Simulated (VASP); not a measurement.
A run of VASP 6.6.1 is set up as follows.

File INCAR:

```
PREC = Accurate ; ENCUT = 520
EDIFF = 1E-7 ; ISMEAR = -1
SIGMA = 0.05 ; LREAL = False
LASPH = True ; NELM = 60
ALGO = Normal ; ISIF = 2
LWAVE = False ; LCHARG = False
GGA = RE ; NBANDS = 16
```

Contents of KPOINTS:

```
regular mesh
0
Gamma
  12 12 6
```

POSCAR

```
BN
1.0
    2.5539396017      0.0000000000      0.0000000000
   -1.2769698009      2.2117765748      0.0000000000
    0.0000000000      0.0000000000      4.2268550000
N B
2 2
Direct
    0.3333333333      0.6666666667      0.1252760000
    0.6666666667      0.3333333333      0.6252760000
    0.3333333333      0.6666666667      0.4997240000
    0.6666666667      0.3333333333      0.9997240000
```

Potentials or basis: VASP PAW PBE potentials, release 64 (N, B).

Run with:

```sh
$ cat potpaw_PBE.64/N/POTCAR potpaw_PBE.64/B/POTCAR > POTCAR
$ mpirun -np 1 vasp_std > vasp.out
```

Question: Predict the band gap on the k mesh.

Answer: 5.25 eV, indirect (least direct gap 8.28 eV).

Question: Estimate the pressure.

Answer: 4.6 GPa.

Question: Predict the largest force.

Answer: 0.011 eV/Å.

Forces on the atoms (eV/Å):
```
N    0.000  0.000 -0.011
N    0.000  0.000 -0.011
B    0.000  0.000  0.011
B    0.000  0.000  0.011
```

Caveat: the PAW data sets were made with another functional, which shifts forces and pressure a little. A k mesh can miss the band edges.
